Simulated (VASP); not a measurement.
Input of a VASP 6.6.1 run:

File INCAR:

```
PREC     = Accurate       # precision mode
ENCUT    = 600            # plane-wave cutoff, eV
EDIFF    = 1E-6           # SCF threshold, eV
ISMEAR   = 0              # smearing method
SIGMA    = 0.05           # smearing width, eV
LREAL    = False          # projectors in reciprocal space
LASPH    = True           # aspherical terms in the spheres
NELM     = 200            # most SCF steps
ALGO     = Normal         # electronic algorithm
ISIF     = 2              # what is computed and relaxed
LWAVE    = False          # write WAVECAR
LCHARG   = False          # write CHGCAR
ISPIN    = 2              # spin polarisation
MAGMOM   = 4.13 4.13 -0.27 -0.27 # initial moments
LORBIT   = 11             # projections on sites
NUPDOWN  = 7.5            # fixed moment
LMAXMIX  = 4              # l up to which the mixer works
LDAU     = True           # DFT+U
LDAUTYPE = 2            
LDAUL    = 2 -1           # shell
LDAUU    = 5 0            # U, eV
LDAUJ    = 0 0          
LDAUPRINT= 1            
GGA      = PE             # functional
NBANDS   = 33             # bands
GGA_COMPAT= False
```

KPOINTS

```
regular mesh
0
Gamma
  6 6 3
```

POSCAR

```
MnS
1.0
    3.9760016100      0.0000000000      0.0000000000
   -1.9880008000      3.4433184000      0.0000000000
    0.0000000000      0.0000000000      6.4320005000
Mn S
2 2
Direct
    0.3333333333      0.6666666667      0.0000000000
    0.6666666667      0.3333333333      0.5000000000
    0.3333333333      0.6666666667      0.3850000000
    0.6666666667      0.3333333333      0.8850000000
```

Potentials or basis: VASP PAW PBE potentials, release 64 (Mn_sv, S).

Command:

```console
$ cat potpaw_PBE.64/Mn_sv/POTCAR potpaw_PBE.64/S/POTCAR > POTCAR
$ mpirun -np 1 vasp_std > vasp.out
```

**Question.** What does it give for the pressure?

**Answer.** -4.6 GPa.

**Question.** Predict the largest force.

**Answer.** 0.108 eV/Å.

Forces on the atoms (eV/Å):
```
Mn   0.000  0.000  0.108
Mn   0.000  0.000  0.108
S    0.000  0.000 -0.108
S    0.000  0.000 -0.108
```

Caveat: the total moment is fixed, so each spin has its own Fermi level. The state reached can hang on the start; a lower one may exist.
